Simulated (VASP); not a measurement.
Input of a VASP 6.6.1 run:

File INCAR:

```
SYSTEM = Si
PREC = Accurate
ENCUT = 500
EDIFF = 1E-6
ISMEAR = 0
SIGMA = 0.01
LREAL = .FALSE.
LASPH = .TRUE.
NELM = 120
ALGO = Normal
ISIF = 2
LWAVE = .FALSE.
LCHARG = .TRUE.
GGA = PE
LELF = .TRUE.
LVHAR = .TRUE.
NBANDS = 11
GGA_COMPAT = .FALSE.
```

The input KPOINTS:

```
Automatic mesh
0
G
  12 12 12
  0 0 0
```

The input POSCAR:

```
Si
1.0
    0.0000000000      2.6875738825      2.6875738825
    2.6875738825      0.0000000000      2.6875738825
    2.6875738825      2.6875738825      0.0000000000
Si
2
Direct
    0.0000000000      0.0000000000      0.0000000000
    0.2500000000      0.2500000000      0.2500000000
```

Potentials or basis: VASP PAW PBE potentials, release 64 (Si).

The run is started by

```sh
$ cat potpaw_PBE.64/Si/POTCAR > POTCAR
$ mpirun -np 1 vasp_std > vasp.out
```

Problem. Predict the band gap on the k mesh.

Solution. 0.52 eV (least direct gap 2.58 eV).

Problem. Estimate the pressure.

Solution. 5.1 GPa.

Caveat: the cell stands under pressure. A k mesh can miss the band edges.
